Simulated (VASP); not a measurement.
# V in VASP: single point with PBE

Aim: the single point of V with PBE.

All numbers are computed with VASP 6.6.1; they aren't measurements. Logs are shortened: lines on timing, memory, paths and dates and some standing lists are left out, and cuts for length are marked.

## (1) The cell of the first run

The cell holds a slab with vacuum, 6 atoms: a = 2.595 Å, b = 2.595 Å, c = 25.596 Å, α = 90.00°, β = 90.00°, γ = 109.47°.

## (2) Single point, PBE

INCAR reads:

```
SYSTEM = V
PREC = Accurate ; ENCUT = 520
EDIFF = 1E-6 ; ISMEAR = 0
SIGMA = 0.1 ; LREAL = .FALSE.
LASPH = .TRUE. ; NELM = 60
ALGO = Normal ; ISIF = 2
LWAVE = .FALSE. ; LCHARG = .FALSE.
LDIPOL = .TRUE. ; IDIPOL = 3
DIPOL = 0.5 0.5 0.500 ; GGA = PE
NBANDS = 48
```

KPOINTS reads:

```
Automatic mesh
0
G
  14 14 1
  0 0 0
```

POSCAR reads:

```
V
1.0
    2.5954952606      0.0000000000      0.0000000000
   -0.8651650869      2.4470563990      0.0000000000
    0.0000000000      0.0000000000     25.5960650303
V
6
Direct
    0.5000000000      0.5000000000      0.2979910304
    0.0000000000      0.0000000000      0.3760054735
    0.5000000000      0.5000000000      0.4588783358
    0.0000000000      0.0000000000      0.5411216126
    0.5000000000      0.5000000000      0.6239945114
    0.0000000000      0.0000000000      0.7020090362
```

Potentials or basis: VASP PAW PBE potentials, release 64 (V_sv).

On the command line:

```bash
> cat potpaw_PBE.64/V_sv/POTCAR > POTCAR
> mpirun -np 1 vasp_std > vasp.out
```

OUTCAR:

```text
SYSTEM = V
   PREC = Accurate
   ENCUT = 520
   EDIFF = 1E-6
   ISMEAR = 0
   LREAL = .FALSE.
   LASPH = .TRUE.
   NELM = 60
   ISIF = 2
   GGA = PE

 ion  position               nearest neighbor table
   1  0.500  0.500  0.298-   2 2.50   2 2.50   2 2.91   2 2.91
   2  0.000  0.000  0.376-   1 2.50   1 2.50   3 2.60   3 2.60   1 2.91   1 2.91
   3  0.500  0.500  0.459-   4 2.58   4 2.58   2 2.60   2 2.60
   4  0.000  0.000  0.541-   3 2.58   3 2.58   5 2.60   5 2.60
   5  0.500  0.500  0.624-   6 2.50   6 2.50   4 2.60   4 2.60   6 2.91   6 2.91
   6  0.000  0.000  0.702-   5 2.50   5 2.50   5 2.91   5 2.91

  LATTYP: Found a base centered orthorhombic cell.
 ALAT       =     2.9970197747
 B/A-ratio  =     1.4142135624
 C/A-ratio  =     8.5405058874

  Lattice vectors:

 A1 = (   2.5954952606,   0.0000000000,   0.0000000000)
 A2 = (  -0.8651650869,   2.4470563990,   0.0000000000)
 A3 = (   0.0000000000,   0.0000000000,  25.5960650303)

Analysis of symmetry for initial positions (statically):
=====================================================================
 Subroutine PRICEL returns:
 Original cell was already a primitive cell.

 Routine SETGRP: Setting up the symmetry group for a
 base centered orthorhombic supercell.

 Subroutine GETGRP returns: Found  8 space group operations
 (whereof  4 operations were pure point group operations)
 out of a pool of  8 trial point group operations.

The static configuration has the point symmetry C_2v.
 The point group associated with its full space group is D_2h.

Analysis of symmetry for dynamics (positions and initial velocities):
=====================================================================
 Subroutine PRICEL returns:
 Original cell was already a primitive cell.

 Routine SETGRP: Setting up the symmetry group for a
 base centered orthorhombic supercell.

 Subroutine GETGRP returns: Found  8 space group operations
 (whereof  4 operations were pure point group operations)
 out of a pool of  8 trial point group operations.

The dynamic configuration has the point symmetry C_2v.
 The point group associated with its full space group is D_2h.

 Subroutine INISYM returns: Found  8 space group operations
 (whereof  4 operations are pure point group operations),
 and found     1 'primitive' translations

----------------------------------------------------------------------------------------

                                     Primitive cell

  volume of cell :     162.5689

  direct lattice vectors                    reciprocal lattice vectors
     2.595495261  0.000000000  0.000000000     0.385282923  0.136218084  0.000000000
    -0.865165087  2.447056399  0.000000000     0.000000000  0.408654251  0.000000000
     0.000000000  0.000000000 25.596065030     0.000000000  0.000000000  0.039068505

  length of vectors
     2.595495261  2.595495261 25.596065030     0.408654251  0.408654251  0.039068505

  position of ions in fractional coordinates (direct lattice)
     0.500000000  0.500000000  0.297991030
     0.000000000  0.000000000  0.376005474
     0.500000000  0.500000000  0.458878336
     0.000000000  0.000000000  0.541121613
     0.500000000  0.500000000  0.623994511
     0.000000000  0.000000000  0.702009036

  ion indices of the primitive-cell ions
   primitive index   ion index
                 1           1
                 2           2
                 3           3
                 4           4
                 5           5
                 6           6

----------------------------------------------------------------------------------------

 KPOINTS: Automatic mesh

Automatic generation of k-mesh.
 Grid dimensions read from file:
 generate k-points for:   14   14    1

 Generating k-lattice:

  Cartesian coordinates                     Fractional coordinates (reciprocal lattice)
     0.027520209  0.009729863  0.000000000     0.071428571  0.000000000  0.000000000
     0.000000000  0.029189589  0.000000000     0.000000000  0.071428571  0.000000000
     0.000000000  0.000000000  0.039068505     0.000000000  0.000000000  1.000000000

  Length of vectors
     0.029189589  0.029189589  0.039068505

  Shift w.r.t. Gamma in fractional coordinates (k-lattice)
     0.000000000  0.000000000  0.000000000

 Subroutine IBZKPT returns following result:
 ===========================================

 Found     57 irreducible k-points:

 Following reciprocal coordinates:
            Coordinates               Weight
  0.000000  0.000000  0.000000      1.000000
  0.071429  0.000000  0.000000      4.000000
  0.142857  0.000000  0.000000      4.000000
  0.214286 -0.000000  0.000000      4.000000
  0.285714  0.000000  0.000000      4.000000
  0.357143 -0.000000  0.000000      4.000000
[... 16 lines left out ...]
  0.214286  0.142857  0.000000      4.000000
  0.285714  0.142857  0.000000      4.000000
 [... further k-points ...]
   k-points           NKPTS =     57   k-points in BZ     NKDIM =     57   number of bands    NBANDS=     48
   number of dos      NEDOS =    301   number of ions     NIONS =      6
   total plane-waves  NPLWV =  76800
   dimension x,y,z NGX =    20 NGY =   20 NGZ =  192
   dimension x,y,z NGXF=    40 NGYF=   40 NGZF=  384
   ions per type =               6
   NGX,Y,Z   is equivalent  to a cutoff of  12.81, 12.81, 12.47 a.u.
   NGXF,Y,Z  is equivalent  to a cutoff of  25.62, 25.62, 24.94 a.u.
 SYSTEM =  V
   PREC   = accura    normal or accurate (medium, high low for compatibility)
   ISTART =      0    job   : 0-new  1-cont  2-samecut
   ICHARG =      2    charge: 1-file 2-atom 10-const
   ISPIN  =      1    spin polarized calculation?
   LNONCOLLINEAR =      F non collinear calculations
   LSORBIT =      F    spin-orbit coupling
   LASPH  =      T    aspherical Exc in radial PAW
   ENCUT  =  520.0 eV  38.22 Ry    6.18 a.u.   4.83  4.83 47.59*2*pi/ulx,y,z
   NELM   =     60;   NELMIN=  2; NELMDL= -5     # of ELM steps
   EDIFF  = 0.1E-05   stopping-criterion for ELM
   LREAL  =      F    real-space projection
[... 7 lines left out ...]
   TEBEG  =    0.0;   TEEND  =   0.0 temperature during run
   PSTRESS=    0.0 pullay stress
   NELECT =      78.0000    total number of electrons
   NUPDOWN=      -1.0000    fix difference up-down
   EMIN   =  10.00;   EMAX   =-10.00  energy-range for DOS
   EFERMI =   0.00;   METHOD = LEGACY
   ISMEAR =     0;   SIGMA  =   0.10  broadening in eV -4-tet -1-fermi 0-gaus
   EFERMI_NEDOS =   21; number of points for ismear=-14 and -15
   IALGO  =     38    algorithm
   IMIX   =      4    mixing-type and parameters
     AMIX     =   0.40;   BMIX     =  1.00
     AMIX_MAG =   1.60;   BMIX_MAG =  1.00
  volume/ion in A,a.u.               =      27.09       182.84
  Fermi-wavevector in a.u.,A,eV,Ry     =   1.281624  2.421918 22.348379  1.642560
  Thomas-Fermi vector in A             =   2.413983
   LORBIT       =      0    0 simple, 1 ext, 2 COOP (PROOUT), +10 PAW based schemes
   GGA     = PE    functional components
   LHFCALC =     F    Hartree Fock is set to
   AEXX    =    0.0000 exact exchange contribution
   IVDW    =     0    specifies the selected vdW correction
   LEPSILON=     F    determine dielectric tensor
   LRPA    =     F    only Hartree local field effects (RPA)
 non-spin polarized calculation
 Gauss-broadening in eV      SIGMA  =   0.10
  energy-cutoff  :      520.00
  volume of cell :      162.57
 maximum number of plane-waves:      4442
   NGX =  9   NGY =  9   NGZ = 95

 dipolmoment           0.000000      0.000000     -0.000000 electrons x Angstroem

 number of electron      78.0000034 magnetization

 dipolmoment           0.000000      0.000000      0.000042 electrons x Angstroem

 Free energy of the ion-electron system (eV)
  ---------------------------------------------------
  ext. energy  EPLUGINS =         0.00000000
  ---------------------------------------------------
  free energy    TOTEN  =       -52.07372292 eV

  energy without entropy =      -52.02380701  energy(sigma->0) =      -52.04876497

 E-fermi :   2.6000     XC(G=0):  -7.1932

 val. band max:        2.5967439289   @ k =  -0.2143   0.1429   0.0000
 cond. band min:       2.6012335404   @ k =   0.3571   0.1429   0.0000
 fundamental gap:      0.0044896115
 Fermi energy:         2.6000499138

 k-point     1 :       0.0000    0.0000    0.0000
  band No.  band energies     occupation
      1     -61.2407      2.00000
      2     -61.2392      2.00000
      3     -61.0987      2.00000
      4     -61.0493      2.00000
      5     -60.9965      2.00000
      6     -60.9426      2.00000
[... 40 lines left out ...]
     47       4.5785      0.00000
     48       4.6666      0.00000

 k-point     2 :       0.0714    0.0000    0.0000
  band No.  band energies     occupation
      1     -61.2343      2.00000
      2     -61.2330      2.00000
      3     -61.0924      2.00000
      4     -61.0449      2.00000
      5     -60.9931      2.00000
      6     -60.9400      2.00000
[... 40 lines left out ...]
     47       4.5018      0.00000
     48       4.6498      0.00000

 k-point     3 :       0.1429    0.0000    0.0000
  band No.  band energies     occupation
      1     -61.2165      2.00000
      2     -61.2152      2.00000
      3     -61.0747      2.00000
      4     -61.0324      2.00000
      5     -60.9838      2.00000
      6     -60.9328      2.00000
[... 40 lines left out ...]
     47       4.4376      0.00000
     48       4.5804      0.00000

 k-point     4 :       0.2143   -0.0000    0.0000
  band No.  band energies     occupation
      1     -61.1905      2.00000
      2     -61.1893      2.00000
      3     -61.0483      2.00000
      4     -61.0142      2.00000
      5     -60.9706      2.00000
      6     -60.9233      2.00000
[... 958 lines left out ...]
     47       4.4977      0.00000
     48       4.6997      0.00000

 k-point    23 :       0.2143    0.1429    0.0000
  band No.  band energies     occupation
      1     -61.1567      2.00000
      2     -61.1555      2.00000
      3     -61.0111      2.00000
      4     -60.9943      2.00000
      5     -60.9609      2.00000
      6     -60.9233      2.00000
[... 40 lines left out ...]
     47       4.5856      0.00000
     48       4.8344      0.00000

 k-point    24 :       0.2857    0.1429    0.0000
  band No.  band energies     occupation
      1     -61.1301      2.00000
      2     -61.1289      2.00000
      3     -60.9802      2.00000
      4     -60.9738      2.00000
      5     -60.9458      2.00000
      6     -60.9176      2.00000
[... 40 lines left out ...]
     47       4.6705      0.00000
     48       4.9745      0.00000

 [... further k-points ...]

------------------------ aborting loop because EDIFF is reached ----------------------------------------

 vacuum level on the upper side and lower side of the slab       (xc-potential included)        -0.154        -0.155

  FORCE on cell =-STRESS in cart. coord.  units (eV):
  Direction    XX          YY          ZZ          XY          YZ          ZX
  --------------------------------------------------------------------------------------
  -------------------------------------------------------------------------------------
  Total       -1.0807839     -0.8705632      0.1043573      0.2972969      0.0000000      0.0000000
  in kB      -10.6515308     -8.5797271      1.0284808      2.9299728      0.0000000      0.0000000
  external PRESSURE =      -6.0675924 kB  Pullay stress =       0.0000000 kB

 VOLUME and BASIS-vectors are now :
 -----------------------------------------------------------------------------
  energy-cutoff  :      520.00
  volume of cell :      162.57
      direct lattice vectors                 reciprocal lattice vectors
     2.595495261  0.000000000  0.000000000     0.385282923  0.136218084  0.000000000
    -0.865165087  2.447056399  0.000000000     0.000000000  0.408654251  0.000000000
     0.000000000  0.000000000 25.596065030     0.000000000  0.000000000  0.039068505

 POSITION                                       TOTAL-FORCE (eV/Angst)
 -----------------------------------------------------------------------------------
      0.86517      1.22353      7.62740         0.000000      0.000000     -0.018964
      0.00000      0.00000      9.62426        -0.000000      0.000000      0.011483
      0.86517      1.22353     11.74548         0.000000      0.000000      0.000151
      0.00000      0.00000     13.85058        -0.000000      0.000000     -0.000151
      0.86517      1.22353     15.97180         0.000000      0.000000     -0.011483
      0.00000      0.00000     17.96867         0.000000      0.000000      0.018964
 -----------------------------------------------------------------------------------
    total drift:                                0.000000      0.000000      0.015988

  FREE ENERGIE OF THE ION-ELECTRON SYSTEM (eV)
  ---------------------------------------------------
  free  energy   TOTEN  =       -52.0737229206 eV

  energy  without entropy=      -52.0238070096  energy(sigma->0) =      -52.04876497

 vacuum level on the upper side and lower side of the slab         7.222         7.220
```

It took 11 min on 1 thread of Intel Xeon Platinum 8488C (Sapphire Rapids), shared host; peak memory 0.48 GiB.

Results:

- Free energy: -52.0737 eV
- Largest force: 0.019 eV/Å
- Band gap on the k mesh: zero (bands 39 and 40 overlap by 1.79 eV)

Forces in eV/Å, atoms in the order of the input:
```
V    0.000  0.000 -0.019
V    0.000  0.000  0.011
V    0.000  0.000  0.000
V    0.000  0.000  0.000
V    0.000  0.000 -0.011
V    0.000  0.000  0.019
```
